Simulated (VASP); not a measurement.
# C in VASP: further runs

C is run at these levels: PBE; tasks: single point.

All numbers are computed with VASP 6.6.1; they aren't measurements. Logs are shortened: lines on timing, memory, paths and dates and some standing lists are left out, and cuts for length are marked.

**1. The cell of the first run**

The cell holds a disordered packing, 16 atoms: a = 5.470 Å, b = 5.191 Å, c = 5.355 Å, α = 88.84°, β = 88.99°, γ = 90.17°.

**2. Single point, PBE**

INCAR

```
SYSTEM = C
PREC     = Accurate       ! precision mode
ENCUT    = 520            ! plane-wave cutoff, eV
EDIFF    = 1E-6           ! SCF threshold, eV
ISMEAR   = -1             ! smearing method
SIGMA    = 0.517          ! smearing width, eV
LREAL    = Auto         
LASPH    = .True.         ! aspherical terms in the spheres
NELM     = 120            ! most SCF steps
ALGO     = Normal         ! electronic algorithm
ISIF     = 2              ! what is computed and relaxed
LWAVE    = .False.        ! write WAVECAR
LCHARG   = .True.         ! write CHGCAR
GGA      = PE             ! functional
LELF     = .True.         ! ELF
LVHAR    = .True.       
ISYM     = -1           
NBANDS   = 46             ! bands
GGA_COMPAT= .False.
```

KPOINTS

```
explicit points
1
Reciprocal
  0.25000000   0.25000000   0.25000000 1
```

POSCAR

```
C
1.0
    5.4696720000     -0.0080320000      0.0476870000
   -0.0080320000      5.1910130000      0.0535580000
    0.0476870000      0.0535580000      5.3543890000
C
16
Direct
    0.0640027082      0.2791116342      0.4568122043
    0.3622142039      0.5776852082      0.0704820712
    0.6887778665      0.0134997316      1.3295115897
    0.5085239540      0.6828334650      0.3254615650
    0.5321556301      0.5160049850      0.4975109017
    1.2248881333      0.9250283508      0.7672636581
    1.3887486963      0.3125760370      0.5917912937
    1.7966112473      0.6870208559      0.9009146583
    0.3462109590      0.0882069482      0.9944238363
    0.9164105962      0.2823240956      0.6658680223
    0.9945750551      0.0939414236      0.9313692719
    0.2453309245      0.2178720271     -0.2245421253
    0.5292629286      0.0826023168      0.1402654951
    0.9281026425      0.8526947263      0.7251411777
   -0.1230121844      0.0689967161      0.4817975974
    0.5742655583      0.5582184647      0.8897679892
```

Potentials or basis: VASP PAW PBE potentials, release 64 (C).

On the command line:

```bash
$ cat potpaw_PBE.64/C/POTCAR > POTCAR
$ mpirun -np 1 vasp_std > vasp.out
```

OUTCAR:

```text
SYSTEM = C
   PREC = Accurate
   ENCUT = 520
   EDIFF = 1E-6
   ISMEAR = -1
   LREAL = Auto
   LASPH = .True.
   NELM = 120
   ISIF = 2
   GGA = PE
   ISYM = -1

 ion  position               nearest neighbor table
   1  0.064  0.279  0.457-  10 1.37  15 1.50   7 1.94  12 2.01
   2  0.362  0.578  0.070-  16 1.50   4 1.69
   3  0.689  0.013  0.330-  15 1.36  13 1.39   4 1.98
   4  0.509  0.683  0.325-   5 1.26   2 1.69   3 1.98
   5  0.532  0.516  0.498-   4 1.26   7 1.39
   6  0.225  0.925  0.767-  12 1.53   9 1.64  14 1.69  11 1.77
   7  0.389  0.313  0.592-  12 1.33   5 1.39   1 1.94
   8  0.797  0.687  0.901-  16 1.39  14 1.44
   9  0.346  0.088  0.994-  13 1.28  12 1.46   6 1.64  11 1.96
  10  0.916  0.282  0.666-   1 1.37  15 1.51  11 1.77  12 1.93
  11  0.995  0.094  0.931-  12 1.71  14 1.73   6 1.77  10 1.77   9 1.96
  12  0.245  0.218  0.775-   7 1.33   9 1.46   6 1.53  11 1.71  10 1.93   1 2.01
  13  0.529  0.083  0.140-   9 1.28   3 1.39
  14  0.928  0.853  0.725-   8 1.44   6 1.69  11 1.73  15 1.73
  15  0.877  0.069  0.482-   3 1.36   1 1.50  10 1.51  14 1.73
  16  0.574  0.558  0.890-   8 1.39   2 1.50

IMPORTANT INFORMATION: All symmetrisations will be switched off!
NOSYMM: (Re-)initialisation of all symmetry stuff for point group C_1.

----------------------------------------------------------------------------------------

                                     Primitive cell

  volume of cell :     152.0000

  direct lattice vectors                    reciprocal lattice vectors
     5.469672000 -0.008032000  0.047687000     0.182840983  0.000299740 -0.001631408
    -0.008032000  5.191013000  0.053558000     0.000299740  0.192661001 -0.001929787
     0.047687000  0.053558000  5.354389000    -0.001631408 -0.001929787  0.186796505

  length of vectors
     5.469885771  5.191295497  5.354869193     0.182848507  0.192670899  0.186813597

  position of ions in fractional coordinates (direct lattice)
     0.064002708  0.279111634  0.456812204
     0.362214204  0.577685208  0.070482071
     0.688777866  0.013499732  0.329511590
     0.508523954  0.682833465  0.325461565
     0.532155630  0.516004985  0.497510902
     0.224888133  0.925028351  0.767263658
[... 8 lines left out ...]
     0.876987816  0.068996716  0.481797597
     0.574265558  0.558218465  0.889767989

  ion indices of the primitive-cell ions
   primitive index   ion index
                 1           1
                 2           2
                 3           3
                 4           4
                 5           5
                 6           6
[... 8 lines left out ...]
                15          15
                16          16

----------------------------------------------------------------------------------------

 KPOINTS: explicit points

Read explicit list of k-points.

 Found      1 k-points:

 Following reciprocal coordinates:
            Coordinates               Weight
  0.250000  0.250000  0.250000      1.000000
   k-points           NKPTS =      1   k-points in BZ     NKDIM =      1   number of bands    NBANDS=     46
   number of dos      NEDOS =    301   number of ions     NIONS =     16
   total plane-waves  NPLWV =  67200
   dimension x,y,z NGX =    42 NGY =   40 NGZ =   40
   dimension x,y,z NGXF=    84 NGYF=   80 NGZF=   80
   ions per type =              16
   NGX,Y,Z   is equivalent  to a cutoff of  12.77, 12.81, 12.42 a.u.
   NGXF,Y,Z  is equivalent  to a cutoff of  25.53, 25.62, 24.84 a.u.
 SYSTEM =  C
   PREC   = accura    normal or accurate (medium, high low for compatibility)
   ISTART =      0    job   : 0-new  1-cont  2-samecut
   ICHARG =      2    charge: 1-file 2-atom 10-const
   ISPIN  =      1    spin polarized calculation?
   LNONCOLLINEAR =      F non collinear calculations
   LSORBIT =      F    spin-orbit coupling
   LASPH  =      T    aspherical Exc in radial PAW
   ENCUT  =  520.0 eV  38.22 Ry    6.18 a.u.  10.17  9.65  9.96*2*pi/ulx,y,z
   NELM   =    120;   NELMIN=  2; NELMDL= -5     # of ELM steps
   EDIFF  = 0.1E-05   stopping-criterion for ELM
   LREAL  =      T    real-space projection
   EDIFFG = 0.1E-04   stopping-criterion for IOM
   NSW    =      0    number of steps for IOM
   IBRION =     -1    ionic relax: 0-MD 1-quasi-New 2-CG
   NFREE  =      0    steps in history (QN), initial steepest desc. (CG)
   ISIF   =      2    stress and relaxation
   ISYM   =     -1    0-nonsym 1-usesym 2-fastsym
   POTIM  = 0.5000    time-step for ionic-motion
   TEBEG  =    0.0;   TEEND  =   0.0 temperature during run
   PSTRESS=    0.0 pullay stress
   NELECT =      64.0000    total number of electrons
   NUPDOWN=      -1.0000    fix difference up-down
   EMIN   =  10.00;   EMAX   =-10.00  energy-range for DOS
   EFERMI =   0.00;   METHOD = LEGACY
   ISMEAR =    -1;   SIGMA  =   0.52  broadening in eV -4-tet -1-fermi 0-gaus
   EFERMI_NEDOS =   21; number of points for ismear=-14 and -15
   IALGO  =     38    algorithm
   IMIX   =      4    mixing-type and parameters
     AMIX     =   0.40;   BMIX     =  1.00
     AMIX_MAG =   1.60;   BMIX_MAG =  1.00
  volume/ion in A,a.u.               =       9.50        64.11
  Fermi-wavevector in a.u.,A,eV,Ry     =   1.227026  2.318742 20.484818  1.505592
  Thomas-Fermi vector in A             =   2.362004
   LORBIT       =      0    0 simple, 1 ext, 2 COOP (PROOUT), +10 PAW based schemes
   GGA     = PE    functional components
   LHFCALC =     F    Hartree Fock is set to
   AEXX    =    0.0000 exact exchange contribution
   IVDW    =     0    specifies the selected vdW correction
   LEPSILON=     F    determine dielectric tensor
   LRPA    =     F    only Hartree local field effects (RPA)
 non-spin polarized calculation
  energy-cutoff  :      520.00
  volume of cell :      152.00
 maximum number of plane-waves:      4091
 NGX is ok and might be reduce to    40
   NGX = 21   NGY = 19   NGZ = 19

 number of electron      64.0000000 magnetization

 Free energy of the ion-electron system (eV)
  ---------------------------------------------------
  ext. energy  EPLUGINS =         0.00000000
  ---------------------------------------------------
  free energy    TOTEN  =      -113.49389026 eV

  energy without entropy =     -109.65614490  energy(sigma->0) =     -111.57501758

 E-fermi :   3.8088     XC(G=0): -10.3128

 val. band max:        3.5236902361   @ k =   0.2500   0.2500   0.2500
 cond. band min:       3.9999512454   @ k =   0.2500   0.2500   0.2500
 fundamental gap:      0.4762610094
 Fermi energy:         3.8088319339

 k-point     1 :       0.2500    0.2500    0.2500
  band No.  band energies     occupation
      1     -17.0923      2.00000
      2     -14.8057      2.00000
      3     -13.1058      2.00000
      4     -12.1249      2.00000
      5     -11.5664      2.00000
      6     -10.9372      2.00000
[... 36 lines left out ...]
     43       9.0042      0.00009
     44       9.2681      0.00005
 [bands above 44 left out]

------------------------ aborting loop because EDIFF is reached ----------------------------------------

  FORCE on cell =-STRESS in cart. coord.  units (eV):
  Direction    XX          YY          ZZ          XY          YZ          ZX
  --------------------------------------------------------------------------------------
  -------------------------------------------------------------------------------------
  Total       -7.9467951      9.6781080     -1.8197784     -6.2206702     -5.6842802     -3.2769880
  in kB      -83.7642941    102.0134368    -19.1816263    -65.5698354    -59.9159423    -34.5415456
  external PRESSURE =      -0.3108279 kB  Pullay stress =       0.0000000 kB

 VOLUME and BASIS-vectors are now :
 -----------------------------------------------------------------------------
  energy-cutoff  :      520.00
  volume of cell :      152.00
      direct lattice vectors                 reciprocal lattice vectors
     5.469672000 -0.008032000  0.047687000     0.182840983  0.000299740 -0.001631408
    -0.008032000  5.191013000  0.053558000     0.000299740  0.192661001 -0.001929787
     0.047687000  0.053558000  5.354389000    -0.001631408 -0.001929787  0.186796505

 POSITION                                       TOTAL-FORCE (eV/Angst)
 -----------------------------------------------------------------------------------
      0.36962      1.47282      2.46395         0.412895      0.967623     -0.848184
      1.97991      2.99964      0.42560         4.491891      1.087756      0.698826
      3.78299      0.08219      1.79790        -4.916934     -1.515527     -3.215389
      2.79149      3.55794      1.80347        -0.490734      1.477799     -4.718437
      2.93030      2.70096      2.71688        -2.416360     -3.821510      4.982399
      1.25922      4.84112      4.16849        -1.660605     -0.825724      1.777123
[... 8 lines left out ...]
      4.81926      0.37692      2.62525         1.045426     -1.789428      1.581850
      3.17899      2.94076      4.82145         0.187732      2.167148      1.729266
 -----------------------------------------------------------------------------------
    total drift:                                0.020070      0.021590     -0.046923

  FREE ENERGIE OF THE ION-ELECTRON SYSTEM (eV)
  ---------------------------------------------------
  free  energy   TOTEN  =      -113.4938902583 eV

  energy  without entropy=     -109.6561448976  energy(sigma->0) =     -111.57501758
```

Run time: 34 s. Hardware: 1 thread of Intel Xeon 8259CL, shared host; peak memory 0.23 GiB.

Results:

```yaml
Free_energy: -113.4939 eV
Pressure: 0.0 GPa
Largest_force: 6.728 eV/Å
```

Forces on the atoms (eV/Å):
```
C    0.413  0.968 -0.848
C    4.492  1.088  0.699
C   -4.917 -1.516 -3.215
C   -0.491  1.478 -4.718
C   -2.416 -3.822  4.982
C   -1.661 -0.826  1.777
C    0.118  3.559 -4.409
C   -0.586 -0.114 -3.553
C   -2.245 -1.191 -1.677
C   -1.140  1.286  0.362
C   -1.150 -0.017 -1.715
C    2.952 -3.044  2.155
C    3.669  1.209  3.853
C    1.729  0.564  2.996
C    1.045 -1.789  1.582
C    0.188  2.167  1.729
```

Stress tensor (GPa, compression positive):
```
-8.38 -6.56 -3.45
-6.56 10.20 -5.99
-3.45 -5.99 -1.92
```

Caveat: the atoms stand as in a frame of molecular dynamics; so wide a smearing shifts energies and pressures.

**3. Single point, PBE**

INCAR

```
SYSTEM = C
ALGO = Normal ; EDIFF = 1E-6
ENCUT = 520 ; GGA = PE
GGA_COMPAT = .False. ; ISIF = 2
ISMEAR = -1 ; ISYM = -1
LASPH = .True. ; LCHARG = .True.
LELF = .True. ; LREAL = Auto
LVHAR = .True. ; LWAVE = .False.
NBANDS = 46 ; NELM = 120
PREC = Accurate ; SIGMA = 0.517
```

KPOINTS is that of step 2.

POSCAR

```
C
1.0
    5.4696720000     -0.0080320000      0.0476870000
   -0.0080320000      5.1910130000      0.0535580000
    0.0476870000      0.0535580000      5.3543890000
C
16
Direct
    0.0577728676      0.1953984080      0.5582612390
    0.5826444760      0.4952174258      0.3018728333
    0.3009484512     -0.1758890233      1.4688267766
    0.4150322859      0.6150414278      0.4672036280
    0.5065315924      0.4552264821      0.7140459926
    0.8978623591      0.9361809534      0.8833812146
    1.2852819221      0.2846255852      0.6884176297
    1.7116256767      0.4685020870      0.8580110021
    0.3413004779     -0.0426110011      1.0014486366
    0.9419705568      0.1620554538      1.0560876104
    0.9769597272      0.1264283149      1.3387339758
    0.3720290308      0.0703812633     -0.2112833842
    0.4456649524     -0.1094976990      0.2352507547
    0.8434783237      0.6922818755      0.9039284999
   -0.0510431838     -0.0073589292      0.5879666617
    0.5688465940      0.3962394187      1.1067441349
```

Potentials or basis: VASP PAW PBE potentials, release 64 (C).

On the command line:

```bash
$ cat potpaw_PBE.64/C/POTCAR > POTCAR
$ mpirun -np 1 vasp_std > vasp.out
```

OUTCAR:

```text
SYSTEM = C
   EDIFF = 1E-6
   ENCUT = 520
   GGA = PE
   ISIF = 2
   ISMEAR = -1
   ISYM = -1
   LASPH = .True.
   LREAL = Auto
   NELM = 120
   PREC = Accurate

 ion  position               nearest neighbor table
   1  0.058  0.195  0.558-  15 1.21  11 1.32   7 1.51
   2  0.583  0.495  0.302-  16 1.18   4 1.42
   3  0.301  0.824  0.469-   4 1.25  13 1.50
   4  0.415  0.615  0.467-   3 1.25   2 1.42   5 1.63  13 1.88
[... 204 lines left out ...]
  -------------------------------------------------------------------------------------
  Total        3.7376373     37.7975694      5.9689638     -1.0821674     -6.2753252     -2.8720248
  in kB       39.3970838    398.4105125     62.9166887    -11.4067348    -66.1459340    -30.2729750
  external PRESSURE =     166.9080950 kB  Pullay stress =       0.0000000 kB

 VOLUME and BASIS-vectors are now :
 -----------------------------------------------------------------------------
  energy-cutoff  :      520.00
  volume of cell :      152.00
      direct lattice vectors                 reciprocal lattice vectors
     5.469672000 -0.008032000  0.047687000     0.182840983  0.000299740 -0.001631408
    -0.008032000  5.191013000  0.053558000     0.000299740  0.192661001 -0.001929787
     0.047687000  0.053558000  5.354389000    -0.001631408 -0.001929787  0.186796505

 POSITION                                       TOTAL-FORCE (eV/Angst)
 -----------------------------------------------------------------------------------
      0.34105      1.04375      3.00237         8.478640     14.310503     -0.482375
      3.19729      2.58217      1.67065        -1.850189      3.877612      7.186041
      1.66183      4.30066      2.56877        -0.194181      5.055097     -1.086888
      2.28743      3.21438      2.55432         6.714055     -7.619126      3.664200
      2.80096      2.39726      3.87182        -4.995847      1.234907     -3.522261
      4.94562      4.89983      4.82292        -0.067641      0.606739     -0.911854
[... 8 lines left out ...]
      5.21055      5.17668      3.24662        -5.146241     -8.972383      2.913344
      3.11331      2.05803      0.61990         3.181721     -3.708602     -8.779597
 -----------------------------------------------------------------------------------
    total drift:                               -0.031491     -0.056965      0.024388

  FREE ENERGIE OF THE ION-ELECTRON SYSTEM (eV)
  ---------------------------------------------------
  free  energy   TOTEN  =      -116.2620287847 eV

  energy  without entropy=     -112.6015580938  energy(sigma->0) =     -114.43179344
```

stdout:

```text
POSCAR found type information on POSCAR C
 POSCAR found :  1 types and      16 ions
 scaLAPACK will be used
 LDA part: xc-table for (Slater+PW92), standard interpolation
 POSCAR, INCAR and KPOINTS ok, starting setup
 FFT: planning ... GRIDC
 FFT: planning ... GRID_SOFT
 FFT: planning ... GRID
 WAVECAR not read
 entering main loop
```

Wall time 36 s (1 thread of Intel Xeon 8259CL, shared host); peak memory 0.23 GiB.

What came out:

* Free energy: -116.2620 eV
* Pressure: 16.7 GPa
* Largest force: 16.641 eV/Å

Forces on the atoms (eV/Å):
```
C    8.479 14.311 -0.482
C   -1.850  3.878  7.186
C   -0.194  5.055 -1.087
C    6.714 -7.619  3.664
C   -4.996  1.235 -3.522
C   -0.068  0.607 -0.912
C    0.030  1.335 -0.472
C   -1.793  0.705  2.930
C    2.217 -1.868  3.804
C    0.637 -2.509  2.357
C   -2.976  0.079 -5.862
C    0.582 -3.786 -0.172
C   -4.021  2.795 -1.714
C   -0.796 -1.535  0.149
C   -5.146 -8.972  2.913
C    3.182 -3.709 -8.780
```

Stress tensor (GPa, compression positive):
```
 3.94 -1.14 -3.03
-1.14 39.84 -6.61
-3.03 -6.61  6.29
```

Caveat: the atoms stand as in a frame of molecular dynamics; so wide a smearing shifts energies and pressures.

(Continued in part 2 of 2.)
